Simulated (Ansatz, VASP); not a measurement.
Two plane-wave programs on CdF2

The input POSCAR:

```
CdF2
1.0
    0.0000000000      2.7748200000      2.6940000000
    2.7748200000      0.0000000000      2.6940000000
    2.7748200000      2.7748200000      0.0000000000
Cd F
1 2
Direct
    0.0000000000      0.0000000000      0.0000000000
    0.2500000000      0.2500000000      0.2500000000
    0.7500000000      0.7500000000      0.7500000000
```

Contents of INCAR.step1:

```
PREC = Accurate ; ENCUT = 520
ISMEAR = 0 ; SIGMA = 0.05
LREAL = F ; LASPH = T
NELM = 60 ; NBANDS = 20
GGA = PE ; ALGO = Normal
EDIFF = 1E-4 ; LWAVE = T
LCHARG = F
```

INCAR.step2

```
PREC = Accurate ; ENCUT = 520
EDIFF = 1E-6 ; ISMEAR = 0
SIGMA = 0.05 ; LREAL = F
LASPH = T ; NELM = 60
ALGO = Normal ; ISIF = 2
LWAVE = F ; LCHARG = F
METAGGA = R2SCAN ; LMIXTAU = T
NBANDS = 20 ; ISTART = 1
```

File KPOINTS:

```
Automatic mesh
0
Gamma
  8 8 8
```

Input for Ansatz:

```yaml
crystal:
  lattice:
    - [0.0, 2.77482, 2.694]
    - [2.77482, 0.0, 2.694]
    - [2.77482, 2.77482, 0.0]
  atoms:
    - { symbol: Cd, position: [0.0, 0.0, 0.0] }
    - { symbol: F, position: [0.25, 0.25, 0.25] }
    - { symbol: F, position: [0.75, 0.75, 0.75] }
basis:
  ecutwfc: 500
kpoints:
  mp_grid: { grid: [8, 8, 8] }
hamiltonian:
  xc: r2scan
scf:
  occupations: { method: gaussian, width: 0.05 }
output:
  forces: true
  stress: true
  eigenvalues: true
```

Change from the starting cell: strain +0.030 along x and y, +0.000 along z, atoms carried along.

Alike in both runs: task single point; functional r2SCAN; k mesh 8 × 8 × 8; occupations gaussian, width 0.05 eV; no spin polarisation.

|  | VASP | Ansatz |
| --- | --- | --- |
| version | VASP 6.6.1 | Ansatz 0.2.0 |
| potentials or method | VASP PAW PBE potentials, release 64 (Cd, F), cutoff 520 eV | scalar-relativistic, plane waves, PAW |
| valence electrons in the cell | 26 | 34 |

Ansatz gave:

```
gap on the k mesh at the Fermi level (eV)                     : 3.54
least direct gap on the mesh (eV)                             : 4.12
pressure (GPa)                                                : -5.8
traceless stress, the component that is largest in VASP (GPa) : 2.21
```

Problem. What did VASP give for the same quantities?

Solution. gap on the k mesh at the Fermi level (eV): 3.50; least direct gap on the mesh (eV): 4.07; pressure (GPa): -5.1; traceless stress, the component that is largest in VASP (GPa): 2.17.

VASP's potentials were made for PBE, not for r2SCAN. VASP's potentials hold 26 valence electrons a cell and Ansatz's 34, so a difference there can come from the potentials and not from the codes.
